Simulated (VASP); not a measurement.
The system is CdH2O2.

```xyz
5
Lattice="3.5618 0.0000 0.0000 -1.7809 3.0846 0.0000 0.0000 0.0000 4.7041" Properties=species:S:1:pos:R:3 pbc="T T T"
Cd    0.0000    0.0000    0.0000
H     1.7809    1.0282    2.5918
H     0.0000    2.0564    2.1123
O     1.7809    1.0282    3.5721
O     0.0000    2.0564    1.1319
```

Base run:

```yaml
Program: VASP 6.6.1
Functional: PBEsol
Potentials_or_basis: VASP PAW PBE potentials, release 64 (Cd_sv_GW, H, O)
Cutoff: 600 eV
k_mesh: 6 × 6 × 4
Occupations: gaussian, width 0.01 eV
Spin: no spin polarisation
```

Its results: band gap on the k mesh 1.51 eV, indirect (least direct gap 1.85 eV); pressure -4.9 GPa; largest force 0.403 eV/Å.

Question: The run is repeated on the same cell with these changes: potentials or basis from VASP PAW PBE potentials, release 64 (Cd_sv_GW, H, O) to VASP PAW PBE potentials, release 64 (Cd, H, O); cutoff from 600 eV to 520 eV; further incar settings from ALGO = Normal; EDIFF = 1e-06; NBANDS = 25 to ALGO = Normal; EDIFF = 1e-06; NBANDS = 21; valence electrons from 34 to 26. What comes out?

Answer: Band gap on the k mesh 1.50 eV, indirect (least direct gap 1.84 eV); pressure -3.9 GPa; largest force 0.348 eV/Å.

Caveats: the PAW data sets were made with another functional, which shifts forces and pressure a little.

A k mesh can miss the band edges.
